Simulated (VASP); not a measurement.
# Sn3Se2 (P-3m1) in VASP: single point with PBE

Aim: the single point of Sn3Se2 with PBE.

Program: VASP 6.6.1. These are calculated values, not measurements. Logs are shortened: lines on timing, memory, paths and dates and some standing lists are left out, and cuts for length are marked.

## 1. The cell of the first run

It takes space group P-3m1 (No. 164, trigonal). Conventional cell: a = 3.999 Å, b = 3.999 Å, c = 9.995 Å, α = 90.00°, β = 90.00°, γ = 120.00°. Within 4.0 Å of Sn (site symmetry -3m) lie 6 Se at 3.01 Å and 6 Sn at 4.00 Å. Within 4.0 Å of Sn (site symmetry 3m) lie 3 Se at 2.97 Å and 9 Sn at 3.33 to 4.00 Å. Within 4.0 Å of Se (site symmetry 3m) lie 6 Sn at 2.97 to 3.01 Å and 6 Se at 4.00 Å.

## 2. Single point, PBE

INCAR reads:

```
  PREC = Accurate
  ENCUT = 520
  EDIFF = 1E-7
  ISMEAR = 0
  SIGMA = 0.1
  LREAL = False
  LASPH = True
  NELM = 100
  ALGO = Normal
  ISIF = 2
  LWAVE = False
  LCHARG = False
  GGA = PE
  NBANDS = 35
```

KPOINTS reads:

```
Automatic mesh
0
Gamma
  12 12 4
```

POSCAR reads:

```
Sn3Se2
1.0
    3.9991833099      0.0000000000      0.0000000000
   -1.9995916550      3.4633943407      0.0000000000
    0.0000000000      0.0000000000      9.9953122784
Sn Se
3 2
Direct
    0.0000000000      0.0000000000      0.0000000000
    0.3333333333      0.6666666667      0.6197355602
    0.6666666667      0.3333333333      0.3802644398
    0.3333333333      0.6666666667      0.1939610823
    0.6666666667      0.3333333333      0.8060389177
```

Potentials or basis: VASP PAW PBE potentials, release 64 (Sn_d, Se).

Command:

```
$ cat potpaw_PBE.64/Sn_d/POTCAR potpaw_PBE.64/Se/POTCAR > POTCAR
$ mpirun -np 1 vasp_std > vasp.out
```

OUTCAR:

```text
PREC = Accurate
   ENCUT = 520
   EDIFF = 1E-7
   ISMEAR = 0
   LREAL = False
   LASPH = True
   NELM = 100
   ISIF = 2
   GGA = PE

 ion  position               nearest neighbor table
   1  0.000  0.000  0.000-   4 3.01   5 3.01   4 3.01   5 3.01   5 3.01   4 3.01
   2  0.333  0.667  0.620-   5 2.97   5 2.97   5 2.97   3 3.33   3 3.33   3 3.33
   3  0.667  0.333  0.380-   4 2.97   4 2.97   4 2.97   2 3.33   2 3.33   2 3.33
   4  0.333  0.667  0.194-   3 2.97   3 2.97   3 2.97   1 3.01   1 3.01   1 3.01
   5  0.667  0.333  0.806-   2 2.97   2 2.97   2 2.97   1 3.01   1 3.01   1 3.01

  LATTYP: Found a hexagonal cell.
 ALAT       =     3.9991833099
 C/A-ratio  =     2.4993383658

  Lattice vectors:

 A1 = (   3.9991833099,   0.0000000000,   0.0000000000)
 A2 = (  -1.9995916550,   3.4633943407,   0.0000000000)
 A3 = (   0.0000000000,   0.0000000000,   9.9953122784)

Analysis of symmetry for initial positions (statically):
=====================================================================
 Subroutine PRICEL returns:
 Original cell was already a primitive cell.

 Routine SETGRP: Setting up the symmetry group for a
 hexagonal supercell.

 Subroutine GETGRP returns: Found 12 space group operations
 (whereof 12 operations were pure point group operations)
 out of a pool of 24 trial point group operations.

The static configuration has the point symmetry D_3d.

Analysis of symmetry for dynamics (positions and initial velocities):
=====================================================================
 Subroutine PRICEL returns:
 Original cell was already a primitive cell.

 Routine SETGRP: Setting up the symmetry group for a
 hexagonal supercell.

 Subroutine GETGRP returns: Found 12 space group operations
 (whereof 12 operations were pure point group operations)
 out of a pool of 24 trial point group operations.

The dynamic configuration has the point symmetry D_3d.

 Subroutine INISYM returns: Found 12 space group operations
 (whereof 12 operations are pure point group operations),
 and found     1 'primitive' translations

----------------------------------------------------------------------------------------

                                     Primitive cell

  volume of cell :     138.4426

  direct lattice vectors                    reciprocal lattice vectors
     3.999183310  0.000000000  0.000000000     0.250051054  0.144367043  0.000000000
    -1.999591655  3.463394341  0.000000000     0.000000000  0.288734086  0.000000000
     0.000000000  0.000000000  9.995312278     0.000000000  0.000000000  0.100046899

  length of vectors
     3.999183310  3.999183310  9.995312278     0.288734086  0.288734086  0.100046899

  position of ions in fractional coordinates (direct lattice)
     0.000000000  0.000000000  0.000000000
     0.333333333  0.666666667  0.619735560
     0.666666667  0.333333333  0.380264440
     0.333333333  0.666666667  0.193961082
     0.666666667  0.333333333  0.806038918

  ion indices of the primitive-cell ions
   primitive index   ion index
                 1           1
                 2           2
                 3           3
                 4           4
                 5           5

----------------------------------------------------------------------------------------

 KPOINTS: Automatic mesh

Automatic generation of k-mesh.
 Grid dimensions read from file:
 generate k-points for:   12   12    4

 Generating k-lattice:

  Cartesian coordinates                     Fractional coordinates (reciprocal lattice)
     0.020837588  0.012030587  0.000000000     0.083333333  0.000000000  0.000000000
     0.000000000  0.024061174  0.000000000     0.000000000  0.083333333  0.000000000
     0.000000000  0.000000000  0.025011725     0.000000000  0.000000000  0.250000000

  Length of vectors
     0.024061174  0.024061174  0.025011725

  Shift w.r.t. Gamma in fractional coordinates (k-lattice)
     0.000000000  0.000000000  0.000000000

 Subroutine IBZKPT returns following result:
 ===========================================

 Found     69 irreducible k-points:

 Following reciprocal coordinates:
            Coordinates               Weight
  0.000000  0.000000  0.000000      1.000000
  0.083333  0.000000  0.000000      6.000000
  0.166667  0.000000  0.000000      6.000000
  0.250000 -0.000000  0.000000      6.000000
  0.333333  0.000000  0.000000      6.000000
  0.416667  0.000000  0.000000      6.000000
[... 16 lines left out ...]
  0.166667  0.000000  0.250000      6.000000
  0.000000  0.166667  0.250000      6.000000
 [... further k-points ...]
   k-points           NKPTS =     69   k-points in BZ     NKDIM =     69   number of bands    NBANDS=     35
   number of dos      NEDOS =    301   number of ions     NIONS =      5
   total plane-waves  NPLWV =  72000
   dimension x,y,z NGX =    30 NGY =   30 NGZ =   80
   dimension x,y,z NGXF=    60 NGYF=   60 NGZF=  160
   ions per type =               3   2
   NGX,Y,Z   is equivalent  to a cutoff of  12.47, 12.47, 13.31 a.u.
   NGXF,Y,Z  is equivalent  to a cutoff of  24.94, 24.94, 26.61 a.u.
 SYSTEM =  unknown system
   PREC   = accura    normal or accurate (medium, high low for compatibility)
   ISTART =      0    job   : 0-new  1-cont  2-samecut
   ICHARG =      2    charge: 1-file 2-atom 10-const
   ISPIN  =      1    spin polarized calculation?
   LNONCOLLINEAR =      F non collinear calculations
   LSORBIT =      F    spin-orbit coupling
   LASPH  =      T    aspherical Exc in radial PAW
   ENCUT  =  520.0 eV  38.22 Ry    6.18 a.u.   7.44  7.44 18.58*2*pi/ulx,y,z
   NELM   =    100;   NELMIN=  2; NELMDL= -5     # of ELM steps
   EDIFF  = 0.1E-06   stopping-criterion for ELM
   LREAL  =      F    real-space projection
   EDIFFG = 0.1E-05   stopping-criterion for IOM
   NSW    =      0    number of steps for IOM
   IBRION =     -1    ionic relax: 0-MD 1-quasi-New 2-CG
   NFREE  =      0    steps in history (QN), initial steepest desc. (CG)
   ISIF   =      2    stress and relaxation
   ISYM   =      2    0-nonsym 1-usesym 2-fastsym
   POTIM  = 0.5000    time-step for ionic-motion
   TEBEG  =    0.0;   TEEND  =   0.0 temperature during run
   PSTRESS=    0.0 pullay stress
   NELECT =      54.0000    total number of electrons
   NUPDOWN=      -1.0000    fix difference up-down
   EMIN   =  10.00;   EMAX   =-10.00  energy-range for DOS
   EFERMI =   0.00;   METHOD = LEGACY
   ISMEAR =     0;   SIGMA  =   0.10  broadening in eV -4-tet -1-fermi 0-gaus
   EFERMI_NEDOS =   21; number of points for ismear=-14 and -15
   IALGO  =     38    algorithm
   IMIX   =      4    mixing-type and parameters
     AMIX     =   0.40;   BMIX     =  1.00
     AMIX_MAG =   1.60;   BMIX_MAG =  1.00
  volume/ion in A,a.u.               =      27.69       186.85
  Fermi-wavevector in a.u.,A,eV,Ry     =   1.196142  2.260381 19.466625  1.430757
  Thomas-Fermi vector in A             =   2.332090
   LORBIT       =      0    0 simple, 1 ext, 2 COOP (PROOUT), +10 PAW based schemes
   GGA     = PE    functional components
   LHFCALC =     F    Hartree Fock is set to
   AEXX    =    0.0000 exact exchange contribution
   IVDW    =     0    specifies the selected vdW correction
   LEPSILON=     F    determine dielectric tensor
   LRPA    =     F    only Hartree local field effects (RPA)
 non-spin polarized calculation
 Gauss-broadening in eV      SIGMA  =   0.10
  energy-cutoff  :      520.00
  volume of cell :      138.44
 maximum number of plane-waves:      3770
 NGX is ok and might be reduce to    30
   NGX = 15   NGY = 15   NGZ = 37

 number of electron      53.9999981 magnetization

 Free energy of the ion-electron system (eV)
  ---------------------------------------------------
  ext. energy  EPLUGINS =         0.00000000
  ---------------------------------------------------
  free energy    TOTEN  =       -19.58924407 eV

  energy without entropy =      -19.57744234  energy(sigma->0) =      -19.58334320

 E-fermi :   6.1374     XC(G=0):  -9.7107

 val. band max:        6.1259276937   @ k =   0.2500  -0.0000   0.5000
 cond. band min:       6.1471667783   @ k =   0.0000   0.2500   0.2500
 fundamental gap:      0.0212390846
 Fermi energy:         6.1373675795

 k-point     1 :       0.0000    0.0000    0.0000
  band No.  band energies     occupation
      1     -15.6753      2.00000
      2     -15.6753      2.00000
      3     -15.6481      2.00000
      4     -15.6468      2.00000
      5     -15.6468      2.00000
      6     -15.6369      2.00000
[... 27 lines left out ...]
     34      10.3162      0.00000
     35      11.3187      0.00000

 k-point     2 :       0.0833    0.0000    0.0000
  band No.  band energies     occupation
      1     -15.6762      2.00000
      2     -15.6749      2.00000
      3     -15.6480      2.00000
      4     -15.6448      2.00000
      5     -15.6445      2.00000
      6     -15.6361      2.00000
[... 27 lines left out ...]
     34      10.3611      0.00000
     35      11.1045      0.00000

 k-point     3 :       0.1667    0.0000    0.0000
  band No.  band energies     occupation
      1     -15.6775      2.00000
      2     -15.6742      2.00000
      3     -15.6509      2.00000
      4     -15.6392      2.00000
      5     -15.6376      2.00000
      6     -15.6360      2.00000
[... 27 lines left out ...]
     34      10.4004      0.00000
     35      10.5451      0.00000

 k-point     4 :       0.2500   -0.0000    0.0000
  band No.  band energies     occupation
      1     -15.6775      2.00000
      2     -15.6738      2.00000
      3     -15.6551      2.00000
      4     -15.6416      2.00000
      5     -15.6319      2.00000
      6     -15.6315      2.00000
[... 27 lines left out ...]
     34      10.3196      0.00000
     35      10.5457      0.00000

 k-point     5 :       0.3333    0.0000    0.0000
  band No.  band energies     occupation
      1     -15.6761      2.00000
      2     -15.6740      2.00000
      3     -15.6596      2.00000
      4     -15.6456      2.00000
      5     -15.6334      2.00000
      6     -15.6280      2.00000
[... 638 lines left out ...]
 k-point    22 :       0.0000    0.0833    0.2500
  band No.  band energies     occupation
      1     -15.6762      2.00000
      2     -15.6749      2.00000
      3     -15.6482      2.00000
      4     -15.6448      2.00000
      5     -15.6446      2.00000
      6     -15.6359      2.00000
[... 27 lines left out ...]
     34      10.1527      0.00000
     35      10.6980      0.00000

 k-point    23 :       0.1667    0.0000    0.2500
  band No.  band energies     occupation
      1     -15.6776      2.00000
      2     -15.6742      2.00000
      3     -15.6508      2.00000
      4     -15.6393      2.00000
      5     -15.6377      2.00000
      6     -15.6353      2.00000
[... 27 lines left out ...]
     34       9.9597      0.00000
     35      10.4222      0.00000

 k-point    24 :       0.0000    0.1667    0.2500
  band No.  band energies     occupation
      1     -15.6775      2.00000
      2     -15.6741      2.00000
      3     -15.6512      2.00000
      4     -15.6390      2.00000
      5     -15.6380      2.00000
      6     -15.6353      2.00000
[... 27 lines left out ...]
     34      10.4362      0.00000
     35      10.7333      0.00000

 [... further k-points ...]

------------------------ aborting loop because EDIFF is reached ----------------------------------------

  FORCE on cell =-STRESS in cart. coord.  units (eV):
  Direction    XX          YY          ZZ          XY          YZ          ZX
  --------------------------------------------------------------------------------------
  -------------------------------------------------------------------------------------
  Total       -0.0152206     -0.0152206      0.0037206      0.0000000      0.0000000     -0.0000000
  in kB       -0.1761465     -0.1761465      0.0430585      0.0000000      0.0000000     -0.0000000
  external PRESSURE =      -0.1030782 kB  Pullay stress =       0.0000000 kB

 VOLUME and BASIS-vectors are now :
 -----------------------------------------------------------------------------
  energy-cutoff  :      520.00
  volume of cell :      138.44
      direct lattice vectors                 reciprocal lattice vectors
     3.999183310  0.000000000  0.000000000     0.250051054  0.144367043  0.000000000
    -1.999591655  3.463394341  0.000000000     0.000000000  0.288734086  0.000000000
     0.000000000  0.000000000  9.995312278     0.000000000  0.000000000  0.100046899

 POSITION                                       TOTAL-FORCE (eV/Angst)
 -----------------------------------------------------------------------------------
      0.00000      0.00000      0.00000        -0.000000      0.000000      0.000000
     -0.00000      2.30893      6.19445         0.000000      0.000000     -0.005998
      1.99959      1.15446      3.80086        -0.000000      0.000000      0.005998
     -0.00000      2.30893      1.93870        -0.000000      0.000000     -0.004294
      1.99959      1.15446      8.05661         0.000000     -0.000000      0.004294
 -----------------------------------------------------------------------------------
    total drift:                               -0.000000     -0.000000     -0.000000

  FREE ENERGIE OF THE ION-ELECTRON SYSTEM (eV)
  ---------------------------------------------------
  free  energy   TOTEN  =       -19.5892440674 eV

  energy  without entropy=      -19.5774423354  energy(sigma->0) =      -19.58334320
```

Run time: 3.8 min. Hardware: 1 thread of Intel Xeon Platinum 8488C (Sapphire Rapids), shared host; peak memory 0.43 GiB.

Results:

* Free energy: -19.5892 eV
* Pressure: 0.0 GPa
* Largest force: 0.006 eV/Å
* Band gap on the k mesh: zero (bands 27 and 28 overlap by 2.74 eV)

Forces on the atoms (eV/Å):
```
Sn   0.000  0.000  0.000
Sn   0.000  0.000 -0.006
Sn   0.000  0.000  0.006
Se   0.000  0.000 -0.004
Se   0.000  0.000  0.004
```

Levels at points of the mesh, in eV from the Fermi level:
```tsv
k point	band 24	band 25	band 26	band 27	band 28	band 29	band 30	band 31
(0.00, 0.00, 0.00)	-1.84	-1.63	-1.51	1.87	1.92	2.37	2.37	2.44
(0.50, 0.00, 0.00)	-3.19	-2.51	-2.09	-1.06	0.31	0.59	0.81	3.24
(0.00, 0.00, 0.50)	-1.80	-1.80	0.08	0.51	1.91	1.91	3.42	3.42
(0.50, 0.00, 0.50)	-3.10	-2.67	-1.77	-1.34	1.18	1.25	1.57	1.93
```

Caveat: spin-orbit coupling is left out, which moves the levels of the heavy elements.

The gap in the log of VASP goes by the Fermi energy; the results here count the filled bands.